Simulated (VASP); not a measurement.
Sc, 2 atoms in the cell. The structure is hexagonal, space group P6_3/mmc (No. 194). The conventional cell has a = 3.375 Å, b = 3.375 Å, c = 5.438 Å, α = 90.00°, β = 90.00°, γ = 120.00°. Sc (site symmetry -6m2) has 12 Sc at 3.35 to 3.37 Å within 4.4 Å. 

| Quantity | Value |
| --- | --- |
| Program | VASP 6.6.1 |
| Task | single point |
| Functional | PBE |
| Potentials or basis | VASP PAW PBE potentials, release 64 (Sc_sv) |
| Cutoff | 520 eV |
| k mesh | 15 × 15 × 10 |
| Occupations | gaussian, width 0.15 eV |
| Spin | no spin polarisation |
| Dipole correction | no |
| Further INCAR settings | ALGO = Fast; EDIFF = 1e-06; NBANDS = 18 |

Potentials or basis: VASP PAW PBE potentials, release 64 (Sc_sv).

Command:

```console
$ cat potpaw_PBE.64/Sc_sv/POTCAR > POTCAR
$ mpirun -np 1 vasp_std > vasp.out
```

Hardware: 1 thread of Intel(R) Xeon(R) Platinum 8488C (Sapphire Rapids), with other jobs on the host.

Estimate the wall time of this run.

It took 2.5 min on 1 thread of Intel(R) Xeon(R) Platinum 8488C (Sapphire Rapids), with other jobs on the host, peak memory 0.26 GiB. Counts: scf iterations 17, k points 162.
